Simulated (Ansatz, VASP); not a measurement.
AlNi2: VASP beside Ansatz

```
Al Ni
1.0
     3.97867    0.00000    0.00000
    -1.98933    3.44563    0.00000
     0.00000    0.00000    4.90933
Al Ni
2 4
Direct
  0.33333 0.66667 0.18993
  0.66667 0.33333 0.81007
  0.33333 0.66667 0.68533
  0.66667 0.33333 0.31467
  0.00000 0.00000 0.50000
  0.00000 0.00000 0.00000
```

Alike in both runs: functional r2SCAN; k mesh 12 × 12 × 8; occupations gaussian, width 0.1 eV; no spin polarisation.

Ansatz relaxed the structure, and its values are those at the end. VASP's run is a single point on that final structure, the one shown.

|  | VASP | Ansatz |
| --- | --- | --- |
| version | VASP 6.6.1 | Ansatz 0.2.0 |
| potentials or method | VASP PAW PBE potentials, release 64 (Al, Ni), cutoff 520 eV | scalar-relativistic, plane waves, PAW |
| valence electrons in the cell | 46 | 78 |

|  | VASP | Ansatz | Ansatz less VASP |
| --- | --- | --- | --- |
| gap on the k mesh at the Fermi level (eV) | none | none | - |
| pressure (GPa) | 0.0 | 0.0 | -0.02 |

VASP's potentials were made for PBE, not for r2SCAN. A gap of «none» marks a metal or a gap that the smearing closes. VASP's potentials hold 46 valence electrons a cell and Ansatz's 78, so a difference there can come from the potentials and not from the codes.
